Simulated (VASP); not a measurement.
# NiO (Fm-3m) in VASP: further runs

The runs below take NiO through single point, with PBE, PBE+D4+U, PBE+D3(BJ)+U, PBEsol+U, PBE+U.

All numbers are computed with VASP 6.6.1; they aren't measurements. Logs are shortened: lines on timing, memory, paths and dates and some standing lists are left out, and cuts for length are marked.

### 1 The cell of the first run

Symmetry: Fm-3m, No. 225, cubic system. Conventional cell: a = 4.172 Å, b = 4.172 Å, c = 4.172 Å, α = 90.00°, β = 90.00°, γ = 90.00°. Within 2.8 Å of Ni (site symmetry m-3m) lie 6 O at 2.09 Å. Within 2.8 Å of O (site symmetry m-3m) lie 6 Ni at 2.09 Å.

### 2 Single point, PBE, collinear spin, ferromagnetic start

POSCAR

```
NiO
1.0
    0.0000000000      2.0859016414      2.0859016414
    2.0859016414      0.0000000000      2.0859016414
    2.0859016414      2.0859016414      0.0000000000
Ni O
1 1
Direct
    0.0000000000      0.0000000000      0.0000000000
    0.5000000000      0.5000000000      0.5000000000
```

INCAR.step1

```
ALGO = Normal ; EDIFF = 1E-6
ENCUT = 520 ; GGA = PE
GGA_COMPAT = False ; ISIF = 2
ISMEAR = -1 ; ISPIN = 2
LASPH = True ; LCHARG = True
LMAXMIX = 4 ; LORBIT = 11
LREAL = False ; LWAVE = False
MAGMOM = 1 0 ; NBANDS = 23
NEDOS = 2001 ; NELM = 200
PREC = Accurate ; SIGMA = 0.05
```

KPOINTS.step1

```
k-points
0
Gamma
  6 6 6
```

INCAR.step2

```
ALGO = Normal ; EDIFF = 1E-6
ENCUT = 520 ; GGA = PE
GGA_COMPAT = False ; ICHARG = 11
ISIF = 2 ; ISMEAR = -5
ISPIN = 2 ; LASPH = True
LCHARG = False ; LMAXMIX = 4
LORBIT = 10 ; LREAL = False
LWAVE = False ; MAGMOM = 1 0
NBANDS = 23 ; NEDOS = 1001
NELM = 200 ; PREC = Accurate
SIGMA = 0.05
```

KPOINTS.step2

```
k-points
0
Gamma
  9 9 9
```

Potentials or basis: VASP PAW PBE potentials, release 64 (Ni_sv_GW, O).

Command:

```console
$ cat potpaw_PBE.64/Ni_sv_GW/POTCAR potpaw_PBE.64/O/POTCAR > POTCAR
$ cp INCAR.step1 INCAR
$ cp KPOINTS.step1 KPOINTS
$ mpirun -np 1 vasp_std > vasp.out
$ cp INCAR.step2 INCAR
$ cp KPOINTS.step2 KPOINTS
$ mpirun -np 1 vasp_std > vasp.out
```

OUTCAR:

```text
EDIFF = 1E-6
   ENCUT = 520
   GGA = PE
   ICHARG = 11
   ISIF = 2
   ISMEAR = -5
   ISPIN = 2
   LASPH = True
   LORBIT = 10
   LREAL = False
   NELM = 200
   PREC = Accurate

 ion  position               nearest neighbor table
   1  0.000  0.000  0.000-   2 2.09   2 2.09   2 2.09   2 2.09   2 2.09   2 2.09
   2  0.500  0.500  0.500-   1 2.09   1 2.09   1 2.09   1 2.09   1 2.09   1 2.09

  LATTYP: Found a face centered cubic cell.
 ALAT       =     4.1718032828

  Lattice vectors:

 A1 = (   0.0000000000,   2.0859016414,   2.0859016414)
 A2 = (   2.0859016414,   0.0000000000,   2.0859016414)
 A3 = (   2.0859016414,   2.0859016414,   0.0000000000)

Analysis of symmetry for initial positions (statically):
=====================================================================
 Subroutine PRICEL returns:
 Original cell was already a primitive cell.

 Routine SETGRP: Setting up the symmetry group for a
 face centered cubic supercell.

 Subroutine GETGRP returns: Found 48 space group operations
 (whereof 48 operations were pure point group operations)
 out of a pool of 48 trial point group operations.

The static configuration has the point symmetry O_h .

Analysis of symmetry for dynamics (positions and initial velocities):
=====================================================================
 Subroutine PRICEL returns:
 Original cell was already a primitive cell.

 Routine SETGRP: Setting up the symmetry group for a
 face centered cubic supercell.

 Subroutine GETGRP returns: Found 48 space group operations
 (whereof 48 operations were pure point group operations)
 out of a pool of 48 trial point group operations.

The dynamic configuration has the point symmetry O_h .

Analysis of structural, dynamic, and magnetic symmetry:
=====================================================================
 Subroutine PRICEL returns:
 Original cell was already a primitive cell.

 Routine SETGRP: Setting up the symmetry group for a
 face centered cubic supercell.

 Subroutine GETGRP returns: Found 48 space group operations
 (whereof 48 operations were pure point group operations)
 out of a pool of 48 trial point group operations.

The overall configuration has the point symmetry O_h .

 Subroutine INISYM returns: Found 48 space group operations
 (whereof 48 operations are pure point group operations),
 and found     1 'primitive' translations

----------------------------------------------------------------------------------------

                                     Primitive cell

  volume of cell :      18.1515

  direct lattice vectors                    reciprocal lattice vectors
     0.000000000  2.085901641  2.085901641    -0.239704495  0.239704495  0.239704495
     2.085901641  0.000000000  2.085901641     0.239704495 -0.239704495  0.239704495
     2.085901641  2.085901641  0.000000000     0.239704495  0.239704495 -0.239704495

  length of vectors
     2.949910391  2.949910391  2.949910391     0.415180364  0.415180364  0.415180364

  position of ions in fractional coordinates (direct lattice)
     0.000000000  0.000000000  0.000000000
     0.500000000  0.500000000  0.500000000

  ion indices of the primitive-cell ions
   primitive index   ion index
                 1           1
                 2           2

----------------------------------------------------------------------------------------

 KPOINTS: k-points

Automatic generation of k-mesh.
 Grid dimensions read from file:
 generate k-points for:    9    9    9

 Generating k-lattice:

  Cartesian coordinates                     Fractional coordinates (reciprocal lattice)
    -0.026633833  0.026633833  0.026633833     0.111111111  0.000000000  0.000000000
     0.026633833 -0.026633833  0.026633833     0.000000000  0.111111111  0.000000000
     0.026633833  0.026633833 -0.026633833     0.000000000  0.000000000  0.111111111

  Length of vectors
     0.046131152  0.046131152  0.046131152

  Shift w.r.t. Gamma in fractional coordinates (k-lattice)
     0.000000000  0.000000000  0.000000000

 TETIRR: Found    115 inequivalent tetrahedra from     4374

 Subroutine IBZKPT returns following result:
 ===========================================

 Found     35 irreducible k-points:

 Following reciprocal coordinates:
            Coordinates               Weight
  0.000000  0.000000  0.000000      1.000000
  0.111111  0.000000  0.000000      8.000000
  0.222222  0.000000  0.000000      8.000000
  0.333333  0.000000  0.000000      8.000000
  0.444444  0.000000  0.000000      8.000000
  0.111111  0.111111  0.000000      6.000000
[... 16 lines left out ...]
 -0.333333  0.333333  0.000000     12.000000
  0.444444  0.444444  0.000000      6.000000
 [... further k-points ...]
   k-points           NKPTS =     35   k-points in BZ     NKDIM =     35   number of bands    NBANDS=     23
   number of dos      NEDOS =   1001   number of ions     NIONS =      2
   total plane-waves  NPLWV =  13824
   dimension x,y,z NGX =    24 NGY =   24 NGZ =   24
   dimension x,y,z NGXF=    48 NGYF=   48 NGZF=   48
   ions per type =               1   1
   NGX,Y,Z   is equivalent  to a cutoff of  13.53, 13.53, 13.53 a.u.
   NGXF,Y,Z  is equivalent  to a cutoff of  27.05, 27.05, 27.05 a.u.
 SYSTEM =  unknown system
   PREC   = accura    normal or accurate (medium, high low for compatibility)
   ISTART =      0    job   : 0-new  1-cont  2-samecut
   ICHARG =     11    charge: 1-file 2-atom 10-const
   ISPIN  =      2    spin polarized calculation?
   LNONCOLLINEAR =      F non collinear calculations
   LSORBIT =      F    spin-orbit coupling
   LASPH  =      T    aspherical Exc in radial PAW
   ENCUT  =  520.0 eV  38.22 Ry    6.18 a.u.   5.48  5.48  5.48*2*pi/ulx,y,z
   NELM   =    200;   NELMIN=  2; NELMDL=  0     # of ELM steps
   EDIFF  = 0.1E-05   stopping-criterion for ELM
   LREAL  =      F    real-space projection
   EDIFFG = 0.1E-04   stopping-criterion for IOM
   NSW    =      0    number of steps for IOM
   IBRION =     -1    ionic relax: 0-MD 1-quasi-New 2-CG
   NFREE  =      0    steps in history (QN), initial steepest desc. (CG)
   ISIF   =      2    stress and relaxation
   ISYM   =      2    0-nonsym 1-usesym 2-fastsym
   POTIM  = 0.5000    time-step for ionic-motion
   TEBEG  =    0.0;   TEEND  =   0.0 temperature during run
   PSTRESS=    0.0 pullay stress
   NELECT =      24.0000    total number of electrons
   NUPDOWN=      -1.0000    fix difference up-down
   EMIN   =  10.00;   EMAX   =-10.00  energy-range for DOS
   EFERMI =   0.00;   METHOD = LEGACY
   ISMEAR =    -5;   SIGMA  =   0.05  broadening in eV -4-tet -1-fermi 0-gaus
   EFERMI_NEDOS =   21; number of points for ismear=-14 and -15
   IALGO  =     38    algorithm
   IMIX   =      4    mixing-type and parameters
     AMIX     =   0.40;   BMIX     =  1.00
     AMIX_MAG =   1.60;   BMIX_MAG =  1.00
  volume/ion in A,a.u.               =       9.08        61.25
  Fermi-wavevector in a.u.,A,eV,Ry     =   1.796835  3.395525 43.927965  3.228614
  Thomas-Fermi vector in A             =   2.858301
   LORBIT       =     10    0 simple, 1 ext, 2 COOP (PROOUT), +10 PAW based schemes
   GGA     = PE    functional components
   LHFCALC =     F    Hartree Fock is set to
   AEXX    =    0.0000 exact exchange contribution
   IVDW    =     0    specifies the selected vdW correction
   LEPSILON=     F    determine dielectric tensor
   LRPA    =     F    only Hartree local field effects (RPA)
 spin polarized calculation
 Fermi weights with tetrahedron method with Bloechl corrections
  energy-cutoff  :      520.00
  volume of cell :       18.15
 maximum number of plane-waves:       531
 NGX is ok and might be reduce to    24

 number of electron      24.0000017 magnetization       1.7319404

 Free energy of the ion-electron system (eV)
  ---------------------------------------------------
  ext. energy  EPLUGINS =         0.00000000
  ---------------------------------------------------
  free energy    TOTEN  =       -12.39755936 eV

  energy without entropy =      -12.39755936  energy(sigma->0) =      -12.39755936

 E-fermi :   7.0583     XC(G=0): -13.0737

 val. band max:        7.1113929319   @ k =  -0.3333   0.2222   0.0000
 cond. band min:       6.9897526609   @ k =   0.1111   0.0000   0.0000
 fundamental gap:     -0.1216402710
 Fermi energy:         7.0582677361

 spin component 1

 k-point     1 :       0.0000    0.0000    0.0000
  band No.  band energies     occupation
      1     -97.3256      1.00000
      2     -57.7145      1.00000
      3     -57.7145      1.00000
      4     -57.7145      1.00000
      5     -13.4030      1.00000
      6       3.9244      1.00000
[... 15 lines left out ...]
     22      32.7432      0.00000
     23      32.7432      0.00000
[... 575 lines left out ...]
      1     -97.3203      1.00000
      2     -57.7392      1.00000
      3     -57.7233      1.00000
      4     -57.7233      1.00000
      5     -11.9982      1.00000
      6       0.0089      1.00000
[... 15 lines left out ...]
     22      39.7551      0.00000
     23      40.6107      0.00000

 [... further k-points ...]

 spin component 2

 k-point     1 :       0.0000    0.0000    0.0000
  band No.  band energies     occupation
      1     -95.5215      1.00000
      2     -55.9550      1.00000
      3     -55.9550      1.00000
      4     -55.9550      1.00000
      5     -12.9797      1.00000
      6       4.4794      1.00000
[... 15 lines left out ...]
     22      33.4040      0.00000
     23      33.4040      0.00000
[... 575 lines left out ...]
      1     -95.5160      1.00000
      2     -55.9823      1.00000
      3     -55.9649      1.00000
      4     -55.9649      1.00000
      5     -11.4936      1.00000
      6       0.3828      1.00000
[... 15 lines left out ...]
     22      39.8730      0.00000
     23      41.0798      0.00000

 [... further k-points ...]

------------------------ aborting loop because EDIFF is reached ----------------------------------------

  FORCE on cell =-STRESS in cart. coord.  units (eV):
  Direction    XX          YY          ZZ          XY          YZ          ZX
  --------------------------------------------------------------------------------------
  -------------------------------------------------------------------------------------
  Total       -1.2223210     -1.2223210     -1.2223210      0.0000000      0.0000000     -0.0000000
  in kB     -107.8907949   -107.8907949   -107.8907949      0.0000000      0.0000000     -0.0000000
  external PRESSURE =    -107.8907949 kB  Pullay stress =       0.0000000 kB

 VOLUME and BASIS-vectors are now :
 -----------------------------------------------------------------------------
  energy-cutoff  :      520.00
  volume of cell :       18.15
      direct lattice vectors                 reciprocal lattice vectors
     0.000000000  2.085901641  2.085901641    -0.239704495  0.239704495  0.239704495
     2.085901641  0.000000000  2.085901641     0.239704495 -0.239704495  0.239704495
     2.085901641  2.085901641  0.000000000     0.239704495  0.239704495 -0.239704495

 POSITION                                       TOTAL-FORCE (eV/Angst)
 -----------------------------------------------------------------------------------
      0.00000      0.00000      0.00000        -0.000000     -0.000000     -0.000000
      2.08590      2.08590      2.08590         0.000000      0.000000      0.000000
 -----------------------------------------------------------------------------------
    total drift:                                0.000000     -0.000000     -0.000000

  FREE ENERGIE OF THE ION-ELECTRON SYSTEM (eV)
  ---------------------------------------------------
  free  energy   TOTEN  =       -12.3975593611 eV

  energy  without entropy=      -12.3975593611  energy(sigma->0) =      -12.39755936

 total charge

# of ion       s       p       d       f       tot
--------------------------------------------------
    1        2.155   6.234   7.779   0.009  16.177
    2        1.556   3.443   0.000   0.000   4.999
--------------------------------------------------
tot          3.711   9.677   7.779   0.009  21.176

 magnetization (x)

# of ion       s       p       d       f       tot
--------------------------------------------------
    1        0.009   0.013   1.474   0.001   1.497
    2        0.029   0.248   0.000   0.000   0.277
--------------------------------------------------
tot          0.038   0.261   1.474   0.001   1.774
```

Run time: 56 s. Hardware: 1 thread of Intel Xeon Platinum 8488C (Sapphire Rapids), shared host; peak memory 0.17 GiB.

What came out:

* Net moment: 1.73 μB per cell
* Site moments: Ni +1.50; O +0.28 μB
* Valence electrons inside the program's atomic spheres: Ni 16.18; O 5.00

Levels at points of the mesh, in eV from the Fermi level:
Spin up:
```csv
k point,band 11,band 12,band 13,band 14,band 15,band 16
"(0.00, 0.00, 0.00)",-2.65,-2.65,-2.65,1.48,17.74,18.83
```
Spin down:
```
           k point  band 7  band 8  band 9  band 10  band 11  band 12  band 13  band 14  band 15  band 16
(0.00, 0.00, 0.00)   -2.58   -2.58   -1.85    -1.85    -1.85    -0.59    -0.59     1.82    17.68    19.05
```

Caveat: the k points lie up to 0.43 Å⁻¹ apart; a cell with one magnetic atom can't hold antiferromagnetic order, which such compounds often take; semilocal functionals often make such compounds metallic where correlation or magnetic order opens a gap, which also shifts bond lengths.

### 3 Single point, PBE+D4+U, collinear spin, ferromagnetic start

This run uses another cell than the first one, of 9.71 Å³/atom.

INCAR

```
  PREC = Accurate
  ENCUT = 700
  EDIFF = 1E-6
  ISMEAR = 0
  SIGMA = 0.02
  LREAL = False
  LASPH = True
  NELM = 200
  ALGO = Normal
  ISIF = 2
  LWAVE = False
  LCHARG = True
  ISPIN = 2
  MAGMOM = 1.94 0.17
  LORBIT = 11
  LMAXMIX = 4
  LDAU = True
  LDAUTYPE = 2
  LDAUL = 2 -1
  LDAUU = 8 0
  LDAUJ = 0 0
  LDAUPRINT = 1
  GGA = PE
  IVDW = 13
  LELF = True
  LVHAR = True
  NBANDS = 23
  GGA_COMPAT = False
```

KPOINTS

```
regular mesh
0
Gamma
  11 11 11
```

POSCAR

```
NiO
1.0
    0.0000000000      2.1332722462      2.1332722462
    2.1332722462      0.0000000000      2.1332722462
    2.1332722462      2.1332722462      0.0000000000
Ni O
1 1
Direct
    0.0000000000      0.0000000000      0.0000000000
    0.5000000000      0.5000000000      0.5000000000
```

Potentials or basis: VASP PAW PBE potentials, release 64 (Ni_sv_GW, O).

Command:

```console
$ cat potpaw_PBE.64/Ni_sv_GW/POTCAR potpaw_PBE.64/O/POTCAR > POTCAR
$ mpirun -np 1 vasp_std > vasp.out
```

Wall time 54 s (1 thread of AMD EPYC 9R45 (Zen 5), shared host); peak memory 0.2 GiB.

It converged, with:

```yaml
Free_energy: -10.4076 eV
Pressure: -5.3 GPa
Band_gap_on_the_k_mesh: 2.18 eV (least direct gap 3.17 eV)
Net_moment: 2.00 μB per cell
Site_moments: Ni +1.83; O +0.13 μB
Valence_electrons_inside_the_program's_atomic_spheres: Ni 16.06; O 5.02
Dispersion_energy_per_atom: -0.328 eV
```

Levels at points of the mesh, in eV from the valence-band top:
Spin up:
```
           k point  band 9  band 10  band 11  band 12  band 13  band 14  band 15  band 16  band 17  band 18
(0.00, 0.00, 0.00)   -5.09    -5.09    -1.25    -1.25    -1.25     2.18    18.42    18.48    18.48    18.48
```
Spin down:
```tsv
k point	band 8	band 9	band 10	band 11	band 12	band 13	band 14	band 15
(0.00, 0.00, 0.00)	-4.01	-0.99	-0.99	-0.99	2.52	3.84	3.84	18.36
```

Eigenvalues of the final occupation matrices:
| site | spin | trace | eigenvalues |
| --- | --- | --- | --- |
| site 1 d | 1 | 4.76 | 0.94 0.94 0.94 0.97 0.97 |
| site 1 d | 2 | 2.95 | 0.07 0.07 0.94 0.94 0.94 |

Caveat: the cell stands under tension; an odd mesh through Γ misses points on the zone boundary, where band edges can lie; a cell with one magnetic atom can't hold antiferromagnetic order, which such compounds often take.

[end of part 1 of 2]
